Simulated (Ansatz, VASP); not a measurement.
## One calculation of Mg2ZrH6, two programs

```
Mg Zr H
1.0
     0.00000    3.67309    3.67309
     3.67309    0.00000    3.67309
     3.67309    3.67309    0.00000
Mg Zr H
2 1 6
Direct
  0.75000 0.75000 0.75000
  0.25000 0.25000 0.25000
  0.00000 0.00000 0.00000
  0.50000 0.00000 0.00000
  0.00000 0.50000 0.50000
  0.00000 0.50000 0.00000
  0.50000 0.00000 0.50000
  0.00000 0.00000 0.50000
  0.50000 0.50000 0.00000
```

Change from the starting cell: ordered vacancies on the A sites of perovskite (Fm-3m, No. 225).

Alike in both runs: functional PBE; k mesh 10 × 10 × 10; occupations gaussian, width 0.1 eV; collinear spin.

Ansatz relaxed the structure, and its values are those at the end. VASP's run is a single point on that final structure, the one shown.

```csv
,VASP,Ansatz
version,VASP 6.6.1,Ansatz 0.2.0
potentials or method,"VASP PAW PBE potentials, release 64 (Mg, Zr_sv, H), cutoff 520 eV","scalar-relativistic, plane waves, PAW"
valence electrons in the cell,22,38
```

```tsv
	VASP	Ansatz	Ansatz less VASP
gap on the k mesh at the Fermi level (eV)	none	none	-
pressure (GPa)	-0.1	0.0	+0.15
net moment per atom (μB)	0.22	0.22	0.000
size of the moment on the site where the two differ most (μB)	1.27	1.01	-0.265
```

Site moments also hang on the region over which each program counts them. A gap of «none» marks a metal or a gap that the smearing closes. With one functional, cell and mesh, what is left measures potentials, basis and numerics. VASP's potentials hold 22 valence electrons a cell and Ansatz's 38, so a difference there can come from the potentials and not from the codes.
